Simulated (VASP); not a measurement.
# PbS (Pm-3m) in VASP: notebook

PbS is run at these levels: LDA, PBE; tasks: relaxation of cell and atoms.

All numbers are computed with VASP 6.6.1; they aren't measurements. Logs are shortened: lines on timing, memory, paths and dates and some standing lists are left out, and cuts for length are marked.

### Step 1. The cell of the first run

Symmetry: Pm-3m, No. 221, cubic system. The conventional cell has a = 3.652 Å, b = 3.652 Å, c = 3.652 Å, α = 90.00°, β = 90.00°, γ = 90.00°. Pb (site symmetry m-3m) has 8 S at 3.16 Å and 6 Pb at 3.65 Å within 4.2 Å. S (site symmetry m-3m) has 8 Pb at 3.16 Å and 6 S at 3.65 Å within 4.2 Å.

### Step 2. Relaxation of cell and atoms, LDA

File INCAR:

```
SYSTEM = PbS
PREC     = Accurate       ! precision mode
ENCUT    = 600            ! plane-wave cutoff, eV
EDIFF    = 1E-6           ! SCF threshold, eV
ISMEAR   = -1             ! smearing method
SIGMA    = 0.02           ! smearing width, eV
LREAL    = .FALSE.        ! projectors in reciprocal space
LASPH    = .TRUE.         ! aspherical terms in the spheres
NELM     = 60             ! most SCF steps
ALGO     = Normal         ! electronic algorithm
ISIF     = 3              ! what is computed and relaxed
LWAVE    = .FALSE.        ! write WAVECAR
LCHARG   = .FALSE.        ! write CHGCAR
IBRION   = 2              ! ionic algorithm
NSW      = 80             ! ionic steps
EDIFFG   = -0.005         ! ionic threshold
```

File KPOINTS:

```
regular mesh
0
G
  6 6 6
  0 0 0
```

File POSCAR:

```
PbS
1.0
    3.6519375865      0.0000000000      0.0000000000
    0.0000000000      3.6519375865      0.0000000000
    0.0000000000      0.0000000000      3.6519375865
Pb S
1 1
Direct
    0.0000000000      0.0000000000      0.0000000000
    0.5000000000      0.5000000000      0.5000000000
```

Potentials or basis: VASP PAW LDA potentials, release 64 (Pb_d, S).

Run with:

```
$ cat potpaw_LDA.64/Pb_d/POTCAR potpaw_LDA.64/S/POTCAR > POTCAR
$ mpirun -np 1 vasp_std > vasp.out
```

OUTCAR:

```text
SYSTEM = PbS
   PREC = Accurate
   ENCUT = 600
   EDIFF = 1E-6
   ISMEAR = -1
   LREAL = .FALSE.
   LASPH = .TRUE.
   NELM = 60
   ISIF = 3
   IBRION = 2
   NSW = 80
   EDIFFG = -0.005

 ion  position               nearest neighbor table
   1  0.000  0.000  0.000-   2 3.16   2 3.16   2 3.16   2 3.16   2 3.16   2 3.16   2 3.16   2 3.16

   2  0.500  0.500  0.500-   1 3.16   1 3.16   1 3.16   1 3.16   1 3.16   1 3.16   1 3.16   1 3.16

  LATTYP: Found a simple cubic cell.
 ALAT       =     3.6519375865

  Lattice vectors:

 A1 = (   3.6519375865,   0.0000000000,   0.0000000000)
 A2 = (   0.0000000000,   3.6519375865,   0.0000000000)
 A3 = (   0.0000000000,   0.0000000000,   3.6519375865)

Analysis of symmetry for initial positions (statically):
=====================================================================
 Subroutine PRICEL returns:
 Original cell was already a primitive cell.

 Routine SETGRP: Setting up the symmetry group for a
 simple cubic supercell.

 Subroutine GETGRP returns: Found 48 space group operations
 (whereof 48 operations were pure point group operations)
 out of a pool of 48 trial point group operations.

The static configuration has the point symmetry O_h .

Analysis of symmetry for dynamics (positions and initial velocities):
=====================================================================
 Subroutine PRICEL returns:
 Original cell was already a primitive cell.

 Routine SETGRP: Setting up the symmetry group for a
 simple cubic supercell.

 Subroutine GETGRP returns: Found 48 space group operations
 (whereof 48 operations were pure point group operations)
 out of a pool of 48 trial point group operations.

The dynamic configuration has the point symmetry O_h .

 Subroutine INISYM returns: Found 48 space group operations
 (whereof 48 operations are pure point group operations),
 and found     1 'primitive' translations

----------------------------------------------------------------------------------------

                                     Primitive cell

  volume of cell :      48.7046

  direct lattice vectors                    reciprocal lattice vectors
     3.651937586  0.000000000  0.000000000     0.273827243  0.000000000  0.000000000
     0.000000000  3.651937586  0.000000000     0.000000000  0.273827243  0.000000000
     0.000000000  0.000000000  3.651937586     0.000000000  0.000000000  0.273827243

  length of vectors
     3.651937586  3.651937586  3.651937586     0.273827243  0.273827243  0.273827243

  position of ions in fractional coordinates (direct lattice)
     0.000000000  0.000000000  0.000000000
     0.500000000  0.500000000  0.500000000

  ion indices of the primitive-cell ions
   primitive index   ion index
                 1           1
                 2           2

----------------------------------------------------------------------------------------

 KPOINTS: regular mesh

Automatic generation of k-mesh.
 Grid dimensions read from file:
 generate k-points for:    6    6    6

 Generating k-lattice:

  Cartesian coordinates                     Fractional coordinates (reciprocal lattice)
     0.045637874  0.000000000  0.000000000     0.166666667  0.000000000  0.000000000
     0.000000000  0.045637874  0.000000000     0.000000000  0.166666667  0.000000000
     0.000000000  0.000000000  0.045637874     0.000000000  0.000000000  0.166666667

  Length of vectors
     0.045637874  0.045637874  0.045637874

  Shift w.r.t. Gamma in fractional coordinates (k-lattice)
     0.000000000  0.000000000  0.000000000

 Subroutine IBZKPT returns following result:
 ===========================================

 Found     20 irreducible k-points:

 Following reciprocal coordinates:
            Coordinates               Weight
  0.000000  0.000000  0.000000      1.000000
  0.166667  0.000000  0.000000      6.000000
  0.333333  0.000000  0.000000      6.000000
  0.500000  0.000000  0.000000      3.000000
  0.166667  0.166667  0.000000     12.000000
  0.333333  0.166667  0.000000     24.000000
[... 12 lines left out ...]
  0.500000  0.500000  0.333333      6.000000
  0.500000  0.500000  0.500000      1.000000
   k-points           NKPTS =     20   k-points in BZ     NKDIM =     20   number of bands    NBANDS=     14
   number of dos      NEDOS =    301   number of ions     NIONS =      2
   total plane-waves  NPLWV =  27000
   dimension x,y,z NGX =    30 NGY =   30 NGZ =   30
   dimension x,y,z NGXF=    60 NGYF=   60 NGZF=   60
   ions per type =               1   1
   NGX,Y,Z   is equivalent  to a cutoff of  13.66, 13.66, 13.66 a.u.
   NGXF,Y,Z  is equivalent  to a cutoff of  27.31, 27.31, 27.31 a.u.
 SYSTEM =  PbS
   PREC   = accura    normal or accurate (medium, high low for compatibility)
   ISTART =      0    job   : 0-new  1-cont  2-samecut
   ICHARG =      2    charge: 1-file 2-atom 10-const
   ISPIN  =      1    spin polarized calculation?
   LNONCOLLINEAR =      F non collinear calculations
   LSORBIT =      F    spin-orbit coupling
   LASPH  =      T    aspherical Exc in radial PAW
   ENCUT  =  600.0 eV  44.10 Ry    6.64 a.u.   7.29  7.29  7.29*2*pi/ulx,y,z
   NELM   =     60;   NELMIN=  2; NELMDL= -5     # of ELM steps
   EDIFF  = 0.1E-05   stopping-criterion for ELM
   LREAL  =      F    real-space projection
   EDIFFG = -.5E-02   stopping-criterion for IOM
   NSW    =     80    number of steps for IOM
   IBRION =      2    ionic relax: 0-MD 1-quasi-New 2-CG
   NFREE  =      1    steps in history (QN), initial steepest desc. (CG)
   ISIF   =      3    stress and relaxation
   ISYM   =      2    0-nonsym 1-usesym 2-fastsym
   POTIM  = 0.5000    time-step for ionic-motion
   TEBEG  =    0.0;   TEEND  =   0.0 temperature during run
   PSTRESS=    0.0 pullay stress
   NELECT =      20.0000    total number of electrons
   NUPDOWN=      -1.0000    fix difference up-down
   EMIN   =  10.00;   EMAX   =-10.00  energy-range for DOS
   EFERMI =   0.00;   METHOD = LEGACY
   ISMEAR =    -1;   SIGMA  =   0.02  broadening in eV -4-tet -1-fermi 0-gaus
   EFERMI_NEDOS =   21; number of points for ismear=-14 and -15
   IALGO  =     38    algorithm
   IMIX   =      4    mixing-type and parameters
     AMIX     =   0.40;   BMIX     =  1.00
     AMIX_MAG =   1.60;   BMIX_MAG =  1.00
  volume/ion in A,a.u.               =      24.35       164.34
  Fermi-wavevector in a.u.,A,eV,Ry     =   1.216825  2.299466 20.145647  1.480663
  Thomas-Fermi vector in A             =   2.352166
   LORBIT       =      0    0 simple, 1 ext, 2 COOP (PROOUT), +10 PAW based schemes
   GGA     = CA    functional components
   LHFCALC =     F    Hartree Fock is set to
   AEXX    =    0.0000 exact exchange contribution
   IVDW    =     0    specifies the selected vdW correction
   LEPSILON=     F    determine dielectric tensor
   LRPA    =     F    only Hartree local field effects (RPA)
 conjugate gradient relaxation of ions
 non-spin polarized calculation
  energy-cutoff  :      600.00
  volume of cell :       48.70
 maximum number of plane-waves:      1647
 NGX is ok and might be reduce to    30
   NGX = 15   NGY = 15   NGZ = 15

--------------------------------------- Ionic step        1  -------------------------------------------

 number of electron      19.9999998 magnetization

 Free energy of the ion-electron system (eV)
  ---------------------------------------------------
  ext. energy  EPLUGINS =         0.00000000
  ---------------------------------------------------
  free energy    TOTEN  =        -9.49605921 eV

  energy without entropy =       -9.49492529  energy(sigma->0) =       -9.49549225

------------------------ aborting loop because EDIFF is reached ----------------------------------------

  FORCE on cell =-STRESS in cart. coord.  units (eV):
  Direction    XX          YY          ZZ          XY          YZ          ZX
  --------------------------------------------------------------------------------------
  -------------------------------------------------------------------------------------
  Total       -1.4661417     -1.4661417     -1.4661417     -0.0000000     -0.0000000      0.0000000
  in kB      -48.2299153    -48.2299153    -48.2299153     -0.0000000     -0.0000000      0.0000000
  external PRESSURE =     -48.2299153 kB  Pullay stress =       0.0000000 kB

 VOLUME and BASIS-vectors are now :
 -----------------------------------------------------------------------------
  energy-cutoff  :      600.00
  volume of cell :       48.70
      direct lattice vectors                 reciprocal lattice vectors
     3.651937586  0.000000000  0.000000000     0.273827243  0.000000000  0.000000000
     0.000000000  3.651937586  0.000000000     0.000000000  0.273827243  0.000000000
     0.000000000  0.000000000  3.651937586     0.000000000  0.000000000  0.273827243
[... 253 lines left out ...]
 POSITION                                       TOTAL-FORCE (eV/Angst)
 -----------------------------------------------------------------------------------
      0.00000      0.00000      0.00000         0.000000      0.000000      0.000000
      1.77012      1.77012      1.77012        -0.000000     -0.000000      0.000000
 -----------------------------------------------------------------------------------
    total drift:                               -0.000000     -0.000000     -0.000000

  FREE ENERGIE OF THE ION-ELECTRON SYSTEM (eV)
  ---------------------------------------------------
  free  energy   TOTEN  =        -9.5663777411 eV

  energy  without entropy=       -9.5649263260  energy(sigma->0) =       -9.56565203

--------------------------------------- Ionic step        9  -------------------------------------------

 number of electron      19.9999995 magnetization

 Free energy of the ion-electron system (eV)
  ---------------------------------------------------
  ext. energy  EPLUGINS =         0.00000000
  ---------------------------------------------------
  free energy    TOTEN  =        -9.56638155 eV

  energy without entropy =       -9.56493295  energy(sigma->0) =       -9.56565725

 E-fermi :   7.0306     XC(G=0): -10.9333

 val. band max:        7.0168698440   @ k =   0.5000   0.3333   0.3333
 cond. band min:       7.1510754736   @ k =   0.1667   0.1667   0.1667
 fundamental gap:      0.1342056297
 Fermi energy:         7.0305565293

 k-point     1 :       0.0000    0.0000    0.0000
  band No.  band energies     occupation
      1      -9.8078      2.00000
      2      -9.8078      2.00000
      3      -9.5265      2.00000
      4      -9.5265      2.00000
      5      -9.5265      2.00000
      6      -6.7957      2.00000
      7       0.5654      2.00000
      8       5.1595      2.00000
      9       5.1595      2.00000
     10       5.1595      2.00000
     11      12.3362      0.00000
     12      12.3362      0.00000
     13      14.1717      0.00000
     14      14.1717      0.00000

 k-point     2 :       0.1667    0.0000    0.0000
  band No.  band energies     occupation
      1      -9.8039      2.00000
      2      -9.7545      2.00000
      3      -9.5479      2.00000
      4      -9.5479      2.00000
      5      -9.5244      2.00000
      6      -6.5252      2.00000
      7      -0.0965      2.00000
      8       5.2394      2.00000
      9       5.4177      2.00000
     10       5.4177      2.00000
[... 330 lines left out ...]
 POSITION                                       TOTAL-FORCE (eV/Angst)
 -----------------------------------------------------------------------------------
      0.00000      0.00000      0.00000         0.000000      0.000000      0.000000
      1.76988      1.76988      1.76988        -0.000000     -0.000000      0.000000
 -----------------------------------------------------------------------------------
    total drift:                               -0.000000     -0.000000     -0.000000

  FREE ENERGIE OF THE ION-ELECTRON SYSTEM (eV)
  ---------------------------------------------------
  free  energy   TOTEN  =        -9.5663815462 eV

  energy  without entropy=       -9.5649329528  energy(sigma->0) =       -9.56565725

 reached required accuracy - stopping structural energy minimisation
```

Run time: 64 s. Hardware: 1 thread of AMD EPYC 7R13 (Zen 3), shared host; peak memory 0.14 GiB.

What came out:

```
Free energy                            : -9.5664 eV
Relaxed volume                         : 22.18 Å³/atom
Relaxed cell                           : a = 3.540 Å, b = 3.540 Å, c = 3.540 Å, α = 90.00°, β = 90.00°, γ = 90.00°
Space group after relaxing (to 0.05 Å) : Pm-3m (No. 221)
Energy gained by relaxing              : 35.2 meV/atom
Ionic steps                            : 9
Pressure after relaxing                : 0.0 GPa
Band gap on the k mesh                 : zero (band 10 reaches 7.16 eV, above the bottom of band 11 at 6.19 eV)
```

The path:
| step | energy change (eV) | largest force (eV/Å) | pressure (GPa) | volume (Å³) |
| --- | --- | --- | --- | --- |
| 1 | 0.0000 | 0.0000 | -4.82 | 48.70 |
| 2 | -0.0682 | 0.0000 | 1.11 | 43.72 |
| 3 | -0.0703 | 0.0000 | -0.14 | 44.42 |
| 4 | -0.0703 | 0.0000 | -0.06 | 44.34 |
| 5 | -0.0703 | 0.0000 | 0.08 | 44.25 |
| 6 | -0.0703 | 0.0000 | 0.08 | 44.32 |
| 7 | -0.0701 | 0.0000 | -0.30 | 44.54 |
| 8 | -0.0703 | 0.0000 | -0.05 | 44.37 |
| 9 | -0.0703 | 0.0000 | -0.03 | 44.35 |

Final structure:
```
CELL_PARAMETERS angstrom
3.53976 0.00000 0.00000
0.00000 3.53976 0.00000
0.00000 0.00000 3.53976
ATOMIC_POSITIONS crystal
Pb 0.00000 0.00000 0.00000
S 0.50000 0.50000 0.50000
```

Caveat: spin-orbit coupling is left out, which moves the levels of the heavy elements.

### Step 3. Relaxation of cell and atoms, PBE

This run uses another cell than the first one, of 17.10 Å³/atom, 0.702 times its volume.

File INCAR:

```
SYSTEM = PbS
  PREC = Accurate
  ENCUT = 600
  EDIFF = 1E-6
  ISMEAR = -1
  SIGMA = 0.02
  LREAL = .False.
  LASPH = .True.
  NELM = 100
  ALGO = Normal
  ISIF = 3
  LWAVE = .False.
  LCHARG = .False.
  GGA = PE
  IBRION = 2
  NSW = 80
  EDIFFG = -0.005
```

File KPOINTS:

```
Automatic mesh
0
Gamma
  8 8 8
  0 0 0
```

File POSCAR:

```
PbS
1.0
    3.2457188758      0.0000000000      0.0000000000
    0.0000000000      3.2457188758      0.0000000000
    0.0000000000      0.0000000000      3.2457188758
Pb S
1 1
Direct
    0.0000000000      0.0000000000      0.0000000000
    0.5000000000      0.5000000000      0.5000000000
```

Potentials or basis: VASP PAW PBE potentials, release 64 (Pb_d, S).

Run with:

```
$ cat potpaw_PBE.64/Pb_d/POTCAR potpaw_PBE.64/S/POTCAR > POTCAR
$ mpirun -np 1 vasp_std > vasp.out
```

It took 90 s on 1 thread of AMD EPYC 7R13 (Zen 3), shared host; peak memory 0.14 GiB.

It converged, with:

```
Free energy                            : -8.2505 eV
Relaxed volume                         : 24.34 Å³/atom
Relaxed cell                           : a = 3.651 Å, b = 3.651 Å, c = 3.651 Å, α = 90.00°, β = 90.00°, γ = 90.00°
Space group after relaxing (to 0.05 Å) : Pm-3m (No. 221)
Energy gained by relaxing              : 687.2 meV/atom
Ionic steps                            : 5
Pressure after relaxing                : 0.0 GPa
Band gap on the k mesh                 : zero (band 10 reaches 6.08 eV, above the bottom of band 11 at 5.67 eV)
```

The path:
```csv
step,energy change (eV),largest force (eV/Å),pressure (GPa),volume (Å³)
1,0.0000,0.0000,41.50,34.19
2,-1.0080,0.0000,-7.78,61.12
3,-1.3744,0.0000,0.15,48.53
4,-1.3744,0.0000,-0.17,48.85
5,-1.3745,0.0000,0.00,48.68
```

Final structure:
```yaml
crystal:
  lattice:
    - [3.65137, 0.00000, 0.00000]
    - [0.00000, 3.65137, 0.00000]
    - [0.00000, 0.00000, 3.65137]
  atoms:
    - { symbol: Pb, position: [0.00000, 0.00000, 0.00000] }
    - { symbol: S, position: [0.50000, 0.50000, 0.50000] }
```

Levels at points of the mesh, in eV from the Fermi level:
```
           k point  band 7  band 8  band 9  band 10  band 11  band 12  band 13  band 14
(0.00, 0.00, 0.00)   -6.68   -1.55   -1.55    -1.55     5.53     6.58     6.58     6.58
(0.50, 0.00, 0.00)   -8.96   -0.44   -0.44    -0.08     0.37     3.99     3.99     6.76
(0.50, 0.50, 0.00)   -7.21   -4.40   -4.40    -0.24     4.24     4.24     5.98     7.25
(0.50, 0.50, 0.50)   -5.92   -2.34   -2.34    -2.34    -0.42    -0.42    -0.42    13.77
```

Caveat: the volume moved by over 15 % at a fixed basis, so the end points are rough; spin-orbit coupling is left out, which moves the levels of the heavy elements.
